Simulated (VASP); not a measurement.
Input of a VASP 6.6.1 run:

The input INCAR:

```
PREC = Accurate ; ENCUT = 520
EDIFF = 1E-6 ; ISMEAR = -1
SIGMA = 0.05 ; LREAL = F
LASPH = T ; NELM = 60
ALGO = Normal ; ISIF = 2
LWAVE = F ; LCHARG = F
GGA = PE ; NBANDS = 16
```

The input KPOINTS:

```
regular mesh
0
Gamma
  10 10 10
```

File POSCAR:

```
CuO
1.0
    2.5525506100      0.0000000000      0.0000000000
    0.0000000000      2.5525506100      0.0000000000
    0.0000000000      0.0000000000      2.5525506100
Cu O
1 1
Direct
    0.0000000000      0.0000000000      0.0000000000
    0.5000000000      0.5000000000      0.5000000000
```

Potentials or basis: VASP PAW PBE potentials, release 64 (Cu, O).

Run with:

```sh
$ cat potpaw_PBE.64/Cu/POTCAR potpaw_PBE.64/O/POTCAR > POTCAR
$ mpirun -np 1 vasp_std > vasp.out
```

(1) Predict the pressure.

Answers

(1) 21.1 GPa.

Caveat: an odd number of electrons without spin polarisation forces a metal; a magnetic or distorted state may lie lower.
